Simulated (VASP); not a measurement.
Here is a VASP 6.6.1 calculation.

INCAR

```
SYSTEM = F
ALGO = Normal
EDIFF = 1E-7
ENCUT = 520
GGA = PE
ISIF = 2
ISMEAR = -1
LASPH = .True.
LCHARG = .False.
LREAL = .False.
LWAVE = .False.
NBANDS = 10
NELM = 100
PREC = Accurate
SIGMA = 0.06122561905347299
```

File KPOINTS:

```
k-points
0
Gamma
  25 25 25
  0 0 0
```

POSCAR

```
F
1.0
    2.1765097616      0.0000000000      0.0000000000
    0.0000000000      2.1765097616      0.0000000000
    0.0000000000      0.0000000000      2.1765097616
F
1
Direct
    0.0000000000      0.0000000000      0.0000000000
```

Potentials or basis: VASP PAW PBE potentials, release 64 (F).

Run with:

```bash
$ cat potpaw_PBE.64/F/POTCAR > POTCAR
$ mpirun -np 1 vasp_std > vasp.out
```

Problem. Predict the pressure.

Solution. 0.6 GPa.

Problem. What does it give for the band gap on the k mesh?

Solution. Zero (an odd number of electrons rules out a gap without spin polarisation).

Caveat: an odd number of electrons without spin polarisation forces a metal; a magnetic or distorted state may lie lower.
